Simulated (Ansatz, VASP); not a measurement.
## Pd in VASP and in Ansatz

```
Pd
1.0
     0.00000    2.03860    2.03860
     2.03860    0.00000    2.03860
     2.03860    2.03860    0.00000
Pd
1
Direct
  0.00000 0.00000 0.00000
```

Alike in both runs: task single point; functional revPBE; k mesh 22 × 22 × 22; occupations fermi-dirac, width 0.1 eV; no spin polarisation.

```csv
,VASP,Ansatz
version,VASP 6.6.1,Ansatz 0.2.0
potentials or method,"VASP PAW PBE potentials, release 64 (Pd), cutoff 500 eV","plane waves (420 eV) with PAW, scalar-relativistic"
valence electrons in the cell,10,18
```

|  | VASP | Ansatz | Ansatz less VASP |
| --- | --- | --- | --- |
| pressure (GPa) | -9.6 | -9.5 | +0.10 |

VASP's potentials were made for PBE, not for revPBE. VASP's potentials hold 10 valence electrons a cell and Ansatz's 18, so a difference there can come from the potentials and not from the codes.
